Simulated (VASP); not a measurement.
Wanted: the native input for a VASP 6.6.1 run.

| Item | Value |
| --- | --- |
| Task | single point |
| Functional | PBE |
| Potentials or basis | VASP PAW PBE potentials, release 64 (Pt) |
| Cutoff | 520 eV |
| k mesh | 18 × 18 × 12 |
| Occupations | gaussian, width 0.15 eV |
| Spin | no spin polarisation |
| Dipole correction | no |
| Further INCAR settings | ALGO = Fast; EDIFF = 1e-06; NBANDS = 17 |

The structure of Pt lies in POSCAR:

```
Pt
1.0
    0.0000000000     -1.9579000000     -1.9579000000
    0.0000000000      1.9579000000     -1.9579000000
    3.9158000000      0.0000000000      0.0000000000
Pt
2
Direct
    0.5000000000      0.5000000000      0.4744624342
    0.0000000000      0.0000000000      0.0255375658
```

This cell differs from its parent crystal: mode 6 (200.8 1/cm) frozen in, largest displacement -0.100 Å.

The input as run:

INCAR

```
SYSTEM = Pt
PREC     = Accurate       ! precision mode
ENCUT    = 520            ! plane-wave cutoff, eV
EDIFF    = 1E-6           ! SCF threshold, eV
ISMEAR   = 0              ! smearing method
SIGMA    = 0.15           ! smearing width, eV
LREAL    = .False.        ! projectors in reciprocal space
LASPH    = .True.         ! aspherical terms in the spheres
NELM     = 60             ! most SCF steps
ALGO     = Fast           ! electronic algorithm
ISIF     = 2              ! what is computed and relaxed
LWAVE    = .False.        ! write WAVECAR
LCHARG   = .True.         ! write CHGCAR
GGA      = PE             ! functional
LELF     = .True.         ! ELF
LVHAR    = .True.       
NBANDS   = 17             ! bands
```

KPOINTS

```
Automatic mesh
0
Gamma
  18 18 12
  0 0 0
```

Potentials or basis: VASP PAW PBE potentials, release 64 (Pt).

Run with:

```bash
$ cat potpaw_PBE.64/Pt/POTCAR > POTCAR
$ mpirun -np 1 vasp_std > vasp.out
```

It gave:

- Pressure: 17.7 GPa
- Largest force: 2.945 eV/Å
- Band gap on the k mesh: zero (band 10 reaches 11.91 eV, above the bottom of band 11 at 9.93 eV)

Caveat: the cell differs from its parent crystal (mode 6 (200.8 1/cm) frozen in, largest displacement -0.100 Å); spin-orbit coupling is left out, which moves the levels of the heavy elements; forces of over 1 eV/Å act on the atoms, so gaps and moduli don't describe the material at rest.

Wall time 110 s on 1 thread of Intel(R) Xeon(R) Platinum 8375C CPU @ 2.90GHz (Ice Lake), on a shared host, peak memory 0.28 GiB.
